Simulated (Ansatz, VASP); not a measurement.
**Two plane-wave programs on Al2Zn**

```
Al Zn
1.0
     2.85525    0.00000    0.00000
    -1.42762    2.47272    0.00000
     0.00000    0.00000    6.42430
Al Zn
2 1
Direct
  0.33333 0.66667 0.32822
  0.66667 0.33333 0.67178
  0.00000 0.00000 0.00000
```

Alike in both runs: task single point; functional LDA; k mesh 18 × 18 × 8; occupations gaussian, width 0.15 eV; no spin polarisation.

```csv
,VASP,Ansatz
version,VASP 6.6.1,Ansatz 0.2.0
potentials or method,"VASP PAW LDA potentials, release 64 (Al, Zn), cutoff 520 eV","scalar-relativistic, plane waves, PAW"
valence electrons in the cell,18,18
```

Ansatz gave:

| Quantity | Value |
| --- | --- |
| gap on the k mesh at the Fermi level (eV) | none |
| pressure (GPa) | 0.4 |
| traceless stress, the component that is largest in VASP (GPa) | 1.42 |
| rms of the force components (eV/Å) | 0.008 |

What did VASP give for the same quantities?

gap on the k mesh at the Fermi level (eV): none; pressure (GPa): 0.7; traceless stress, the component that is largest in VASP (GPa): 1.48; rms of the force components (eV/Å): 0.003.

LDA's correlation is that of Perdew and Zunger in VASP and of Perdew and Wang (1992) in Ansatz. Atom by atom the forces differ by 0.005 eV/Å (rms over components). A gap of «none» marks a metal or a gap that the smearing closes.
